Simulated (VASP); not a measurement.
GaN:

```xyz
2
Lattice="0.0000 2.2742 2.2742 2.2742 0.0000 2.2742 2.2742 2.2742 0.0000" Properties=species:S:1:pos:R:3 pbc="T T T"
Ga    0.0000    0.0000    0.0000
N     1.1371    1.1371    1.1371
```

| Item | Value |
| --- | --- |
| Program | VASP 6.6.1 |
| Task | relaxation of cell and atoms |
| Functional | LDA |
| Potentials or basis | VASP PAW LDA potentials, release 64 (Ga_d, N) |
| Cutoff | 600 eV |
| k mesh | 8 × 8 × 8 |
| Occupations | fermi-dirac, width 0.02 eV |
| Spin | no spin polarisation |

At the start: pressure -10.2 GPa; volume 11.76 Å³/atom.

How do energy, volume and symmetry change on relaxing?

Over 15 steps the energy falls by 21.9 meV/atom and the volume is 11.12 Å³/atom (-5.5 %); space group F-43m (No. 216, to 0.05 Å).

Step by step:
```csv
step,energy change (eV),largest force (eV/Å),pressure (GPa),volume (Å³)
1,0.0000,0.0000,-10.16,23.52
2,-0.0033,0.0000,11.98,21.08
3,-0.0437,0.0000,0.54,22.22
4,-0.0436,0.0000,-0.71,22.28
5,-0.0437,0.0000,-0.28,22.25
6,-0.0437,0.0000,-0.33,22.25
7,-0.0437,0.0000,-0.24,22.24
8,-0.0437,0.0000,-0.26,22.24
9,-0.0437,0.0000,-0.27,22.24
10,-0.0437,0.0000,-0.26,22.24
11,-0.0437,0.0000,-0.26,22.24
12,-0.0437,0.0000,-0.27,22.24
13,-0.0437,0.0000,-0.09,22.24
14,-0.0437,0.0000,-0.22,22.24
15,-0.0437,0.0000,-0.05,22.23
```

Final structure:
```xyz
2
Lattice="0.0000 2.2318 2.2318 2.2318 0.0000 2.2318 2.2318 2.2318 0.0000" Properties=species:S:1:pos:R:3 pbc="T T T"
Ga    0.0000    0.0000    0.0000
N     1.1159    1.1159    1.1159
```
